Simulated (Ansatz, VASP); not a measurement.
BaTiO3: VASP beside Ansatz

```
Ba Ti O
1.0
     3.87222    0.00000    0.00000
     0.00000    3.87222    0.00000
     0.00000    0.00000    3.87224
Ba Ti O
1 1 3
Direct
  0.50000 0.50000 0.57200
  0.00000 0.00000 0.07200
  0.00000 0.50000 0.07200
  0.50000 0.00000 0.07200
  0.00000 0.00000 0.57200
```

Alike in both runs: task single point; functional PBE; k mesh 8 × 8 × 8; occupations gaussian, width 0.02 eV; no spin polarisation; Hubbard terms Ti d U = 4.0 eV.

|  | VASP | Ansatz |
| --- | --- | --- |
| version | VASP 6.6.1 | Ansatz 0.2.0 |
| potentials or method | VASP PAW PBE potentials, release 64 (Ba_sv, Ti_sv, O_h), cutoff 910 eV | scalar-relativistic, plane waves, PAW |
| valence electrons in the cell | 40 | 40 |

VASP gave:

* gap on the k mesh at the Fermi level (eV): 2.45
* least direct gap on the mesh (eV): 2.52

Question: What did Ansatz give for the same quantities?

Answer: gap on the k mesh at the Fermi level (eV): 2.52; least direct gap on the mesh (eV): 2.54.

The programs project onto different local orbitals, so the same U acts differently, and such runs can settle in different states.

Spin-orbit coupling is off throughout. Noted on VASP's run: the cutoff is short for stress, so the pressure is rough.
